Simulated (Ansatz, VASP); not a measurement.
## One calculation of Mo, two programs

The input POSCAR:

```
Mo
1.0
   -1.6371114079      1.6371114079      1.6371114079
    1.6371114079     -1.6371114079      1.6371114079
    1.6371114079      1.6371114079     -1.6371114079
Mo
1
Direct
    0.0000000000      0.0000000000      0.0000000000
```

Contents of INCAR.step1:

```
SYSTEM = Mo
  ALGO = Normal
  EDIFF = 1E-4
  ENCUT = 520
  GGA = PE
  ISMEAR = -1
  LASPH = .TRUE.
  LCHARG = .FALSE.
  LREAL = .FALSE.
  LWAVE = .TRUE.
  NBANDS = 13
  NELM = 80
  PREC = Accurate
  SIGMA = 0.1
```

INCAR.step2

```
SYSTEM = Mo
  ALGO = Normal
  EDIFF = 1E-6
  ENCUT = 520
  ISIF = 2
  ISMEAR = -1
  ISTART = 1
  LASPH = .TRUE.
  LCHARG = .FALSE.
  LMIXTAU = .TRUE.
  LREAL = .FALSE.
  LWAVE = .FALSE.
  METAGGA = R2SCAN
  NBANDS = 13
  NELM = 80
  PREC = Accurate
  SIGMA = 0.1
```

Contents of KPOINTS:

```
k-points
0
G
  23 23 23
  0 0 0
```

Input for Ansatz:

```yaml
crystal:
  lattice:
    - [-1.6371114079, 1.6371114079, 1.6371114079]
    - [1.6371114079, -1.6371114079, 1.6371114079]
    - [1.6371114079, 1.6371114079, -1.6371114079]
  atoms:
    - { symbol: Mo, position: [0.0, 0.0, 0.0] }
hamiltonian:
  xc: r2scan
  pseudopotentials:
    kind: paw
    azcp:
      Mo: "pseudopotentials/Mo.paw.azcp"
basis:
  ecutwfc: 500
  fft_grid_basis: typed
kpoints:
  mp_grid: { grid: [23, 23, 23], shift: [0, 0, 0] }
magnetization:
  spin_polarized: false
scf:
  occupations: { method: fermi_dirac, width: 0.1 }
output:
  stress: true
```

Alike in both runs: task single point; functional r2SCAN; k mesh 23 × 23 × 23; occupations fermi-dirac, width 0.1 eV; no spin polarisation.

```csv
,VASP,Ansatz
version,VASP 6.6.1,Ansatz 0.2.0
potentials or method,"VASP PAW PBE potentials, release 64 (Mo_sv), cutoff 520 eV","plane waves (500 eV) with PAW, scalar-relativistic"
valence electrons in the cell,14,14
```

|  | VASP | Ansatz | Ansatz less VASP |
| --- | --- | --- | --- |
| pressure (GPa) | -23.9 | -24.6 | -0.66 |

VASP's potentials were made for PBE, not for r2SCAN.
